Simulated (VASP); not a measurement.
A run of VASP 6.6.1 is set up as follows.

The input INCAR:

```
AGGAC    = 1.0          
AGGAX    = 1.0          
ALDAC    = 0.0          
ALDAX    = 1.0          
ALGO     = Normal         # electronic algorithm
EDIFF    = 1E-7           # SCF threshold, eV
ENCUT    = 520            # plane-wave cutoff, eV
GGA      = B5             # functional
ISIF     = 2              # what is computed and relaxed
ISMEAR   = -1             # smearing method
IVDW     = 12             # dispersion correction
LASPH    = True           # aspherical terms in the spheres
LCHARG   = False          # write CHGCAR
LREAL    = False          # projectors in reciprocal space
LWAVE    = False          # write WAVECAR
NBANDS   = 16             # bands
NELM     = 100            # most SCF steps
PREC     = Accurate       # precision mode
SIGMA    = 0.05           # smearing width, eV
VDW_A1   = 0.4298       
VDW_A2   = 4.2359       
VDW_S6   = 1.0          
VDW_S8   = 2.6996
```

The input KPOINTS:

```
k-points
0
Gamma
  8 8 8
```

Contents of POSCAR:

```
InP
1.0
    0.0000000000      2.7504390215      2.7504390215
    2.7504390215      0.0000000000      2.7504390215
    2.7504390215      2.7504390215      0.0000000000
In P
1 1
Direct
    0.0000000000      0.0000000000      0.0000000000
    0.5000000000      0.5000000000      0.5000000000
```

Potentials or basis: VASP PAW PBE potentials, release 64 (In_d, P).

Launch:

```bash
$ cat potpaw_PBE.64/In_d/POTCAR potpaw_PBE.64/P/POTCAR > POTCAR
$ mpirun -np 1 vasp_std > vasp.out
```

Q: Predict the pressure.

A: 0.0 GPa.

Q: Predict the band gap on the k mesh.

A: Zero (band 9 reaches 8.04 eV, above the bottom of band 10 at 5.39 eV).

Caveat: the PAW data sets were made with another functional, which shifts forces and pressure a little; spin-orbit coupling is left out, which moves the levels of the heavy elements; pairwise dispersion overbinds metals, which lowers pressure and volume.
